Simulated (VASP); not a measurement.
# SnO2 (P4_2/mnm) in VASP: a series of runs, part 2 of 2

VASP 6.6.1.

**3. Electric field gradients, LDA (volume scaled by 1.06)**

Input file INCAR:

```
SYSTEM = SnO2
PREC = Accurate ; ENCUT = 520
EDIFF = 1E-8 ; ISMEAR = -1
SIGMA = 0.03 ; LREAL = .False.
LASPH = .True. ; NELM = 100
ALGO = Normal ; ISIF = 2
LWAVE = .False. ; LCHARG = .False.
GGA = CA ; LEFG = .True.
NBANDS = 35
```

Input file KPOINTS:

```
Automatic mesh
0
Gamma
  4 4 6
  0 0 0
```

Input file POSCAR:

```
SnO2
1.0
    4.8302628043      0.0000000000      0.0000000000
    0.0000000000      4.8302628043      0.0000000000
    0.0000000000      0.0000000000      3.2488942974
Sn O
2 4
Direct
    0.0000000000      0.0000000000      0.0000000000
    0.5000000000      0.5000000000      0.5000000000
    0.3056200000      0.3056200000      0.0000000000
    0.1943800000      0.8056200000      0.5000000000
    0.6943800000      0.6943800000      0.0000000000
    0.8056200000      0.1943800000      0.5000000000
```

Potentials or basis: VASP PAW LDA potentials, release 64 (Sn_d, O).

Launch:

```bash
$ cat potpaw_LDA.64/Sn_d/POTCAR potpaw_LDA.64/O/POTCAR > POTCAR
$ mpirun -np 1 vasp_std > vasp.out
```

OUTCAR:

```text
SYSTEM = SnO2
   PREC = Accurate
   ENCUT = 520
   EDIFF = 1E-8
   ISMEAR = -1
   LREAL = .False.
   LASPH = .True.
   NELM = 100
   ISIF = 2
   GGA = CA

 ion  position               nearest neighbor table
   1  0.000  0.000  0.000-   3 2.09   5 2.09   4 2.10   6 2.10   4 2.10   6 2.10
   2  0.500  0.500  0.500-   4 2.09   6 2.09   5 2.10   3 2.10   3 2.10   5 2.10
   3  0.306  0.306  0.000-   1 2.09   2 2.10   2 2.10
   4  0.194  0.806  0.500-   2 2.09   1 2.10   1 2.10
   5  0.694  0.694  0.000-   1 2.09   2 2.10   2 2.10
   6  0.806  0.194  0.500-   2 2.09   1 2.10   1 2.10

  LATTYP: Found a simple tetragonal cell.
 ALAT       =     4.8302628043
 C/A-ratio  =     0.6726123255

  Lattice vectors:

 A1 = (   4.8302628043,   0.0000000000,   0.0000000000)
 A2 = (   0.0000000000,   4.8302628043,   0.0000000000)
 A3 = (   0.0000000000,   0.0000000000,   3.2488942974)

Analysis of symmetry for initial positions (statically):
=====================================================================
 Subroutine PRICEL returns:
 Original cell was already a primitive cell.

 Routine SETGRP: Setting up the symmetry group for a
 simple tetragonal supercell.

 Subroutine GETGRP returns: Found 16 space group operations
 (whereof  8 operations were pure point group operations)
 out of a pool of 16 trial point group operations.

The static configuration has the point symmetry D_2h.
 The point group associated with its full space group is D_4h.

Analysis of symmetry for dynamics (positions and initial velocities):
=====================================================================
 Subroutine PRICEL returns:
 Original cell was already a primitive cell.

[... 1088 lines left out ...]
  Total       -4.8214843     -4.8214843     -5.8299410      0.0000000      0.0000000      0.0000000
  in kB     -101.9093974   -101.9093974   -123.2246623      0.0000000      0.0000000      0.0000000
  external PRESSURE =    -109.0144857 kB  Pullay stress =       0.0000000 kB

 VOLUME and BASIS-vectors are now :
 -----------------------------------------------------------------------------
  energy-cutoff  :      520.00
  volume of cell :       75.80
      direct lattice vectors                 reciprocal lattice vectors
     4.830262804  0.000000000  0.000000000     0.207028073  0.000000000  0.000000000
     0.000000000  4.830262804  0.000000000     0.000000000  0.207028073  0.000000000
     0.000000000  0.000000000  3.248894297     0.000000000  0.000000000  0.307797025

 POSITION                                       TOTAL-FORCE (eV/Angst)
 -----------------------------------------------------------------------------------
      0.00000      0.00000      0.00000         0.000000      0.000000     -0.000000
      2.41513      2.41513      1.62445         0.000000      0.000000     -0.000000
      1.47622      1.47622      0.00000         0.163510      0.163510      0.000000
      0.93891      3.89136      1.62445        -0.163510      0.163510     -0.000000
      3.35404      3.35404      0.00000        -0.163510     -0.163510     -0.000000
      3.89136      0.93891      1.62445         0.163510     -0.163510     -0.000000
 -----------------------------------------------------------------------------------
    total drift:                                0.000000      0.000000      0.000000

  FREE ENERGIE OF THE ION-ELECTRON SYSTEM (eV)
  ---------------------------------------------------
  free  energy   TOTEN  =       -42.1313751345 eV

  energy  without entropy=      -42.1313714940  energy(sigma->0) =      -42.13137331

 Electric field gradients (V/A^2)
---------------------------------------------------------------------
 ion       V_xx      V_yy      V_zz      V_xy      V_xz      V_yz
---------------------------------------------------------------------
   1      23.177    23.177   -46.354   -28.147    -0.000    -0.000
   2      23.177    23.177   -46.354    28.147    -0.000     0.000
   3     -24.442   -24.442    48.885    88.965     0.000     0.000
   4     -24.442   -24.442    48.885   -88.965    -0.000     0.000
   5     -24.442   -24.442    48.885    88.965    -0.000     0.000
   6     -24.442   -24.442    48.885   -88.965     0.000     0.000
---------------------------------------------------------------------

 Electric field gradients after diagonalization (V/A^2)
 (convention: |V_zz| > |V_xx| > |V_yy|)
----------------------------------------------------------------------
 ion       V_xx      V_yy      V_zz     asymmetry (V_yy - V_xx)/ V_zz
----------------------------------------------------------------------
   1     -46.354    -4.970    51.324       0.806
   2     -46.354    -4.970    51.324       0.806
   3      64.523    48.885  -113.408       0.138
   4      64.523    48.885  -113.408       0.138
   5      64.523    48.885  -113.408       0.138
   6      64.523    48.885  -113.408       0.138
----------------------------------------------------------------------

           NMR quadrupolar parameters

 Cq : quadrupolar parameter    Cq=e*Q*V_zz/h
 eta: asymmetry parameters     (V_yy - V_xx)/ V_zz
 Q  : nuclear electric quadrupole moment in mb (millibarn)
----------------------------------------------------------------------
 ion       Cq(MHz)       eta       Q (mb)
----------------------------------------------------------------------
   1       0.124       0.806       1.000
   2       0.124       0.806       1.000
   3      -0.274       0.138       1.000
   4      -0.274       0.138       1.000
   5      -0.274       0.138       1.000
   6      -0.274       0.138       1.000
----------------------------------------------------------------------
```

OSZICAR:

```text
N       E                     dE             d eps       ncg     rms          rms(c)
DAV:   1     0.632098651146E+03    0.63210E+03   -0.25530E+04  1858   0.227E+03
DAV:   2     0.582334843163E+02   -0.57387E+03   -0.54010E+03  1784   0.611E+02
DAV:   3    -0.424578870940E+02   -0.10069E+03   -0.98485E+02  1829   0.211E+02
DAV:   4    -0.479895479254E+02   -0.55317E+01   -0.54821E+01  2106   0.531E+01
DAV:   5    -0.481372265902E+02   -0.14768E+00   -0.14746E+00  2140   0.924E+00    0.152E+01
DAV:   6    -0.422238978998E+02    0.59133E+01   -0.16758E+01  2591   0.645E+01    0.615E+00
DAV:   7    -0.422290649840E+02   -0.51671E-02   -0.19249E+00  1890   0.784E+00    0.312E+00
DAV:   8    -0.421462549800E+02    0.82810E-01   -0.24154E-01  2474   0.378E+00    0.716E-01
DAV:   9    -0.421311358779E+02    0.15119E-01   -0.30975E-02  2486   0.265E+00    0.119E-01
DAV:  10    -0.421313769146E+02   -0.24104E-03   -0.40183E-03  2393   0.567E-01    0.579E-02
DAV:  11    -0.421313758832E+02    0.10314E-05   -0.19448E-04  2722   0.165E-01    0.266E-02
DAV:  12    -0.421313773689E+02   -0.14857E-05   -0.15122E-05  1928   0.236E-02    0.180E-02
DAV:  13    -0.421313750782E+02    0.22907E-05   -0.87615E-06  2719   0.269E-02    0.670E-04
DAV:  14    -0.421313751314E+02   -0.53197E-07   -0.56505E-07  1986   0.497E-03    0.790E-04
DAV:  15    -0.421313751345E+02   -0.31132E-08   -0.14502E-08  1521   0.164E-03
   1 F= -.42131375E+02 E0= -.42131373E+02  d E =-.364046E-05
```

stdout:

```text
POSCAR found type information on POSCAR SnO
 POSCAR found :  2 types and       6 ions
 scaLAPACK will be used
 LDA part: xc-table for (Slater(with rela. corr.)+CA(PZ))
 , standard interpolation
 POSCAR, INCAR and KPOINTS ok, starting setup
 FFT: planning ... GRIDC
 FFT: planning ... GRID_SOFT
 FFT: planning ... GRID
 WAVECAR not read
 entering main loop
ion   1

ion   2

ion   3

ion   4

ion   5

ion   6
```

Wall time 19 s (1 thread of Intel Xeon 6975P-C (Granite Rapids), shared host); peak memory 0.17 GiB.

Results:

- Free energy: -42.1314 eV
- Pressure: -10.9 GPa
- Largest force: 0.231 eV/Å
- Band gap on the k mesh: 0.48 eV, direct

Forces on the atoms (eV/Å):
```
Sn   0.000  0.000  0.000
Sn   0.000  0.000  0.000
O    0.164  0.164  0.000
O   -0.164  0.164  0.000
O   -0.164 -0.164  0.000
O    0.164 -0.164  0.000
```

Electric field gradients, principal values (V/Å²):
| atom | least | middle | greatest (by size) |
| --- | --- | --- | --- |
| 1 Sn | -4.970 | -46.354 | 51.324 |
| 2 Sn | -4.970 | -46.354 | 51.324 |
| 3 O | 48.885 | 64.523 | -113.408 |
| 4 O | 48.885 | 64.523 | -113.408 |
| 5 O | 48.885 | 64.523 | -113.408 |
| 6 O | 48.885 | 64.523 | -113.408 |

Caveat: without QUAD_EFG the Cq values of the log hold for a quadrupole moment of 1 mb, not for the nuclei; spin-orbit coupling is left out, which moves the levels of the heavy elements.
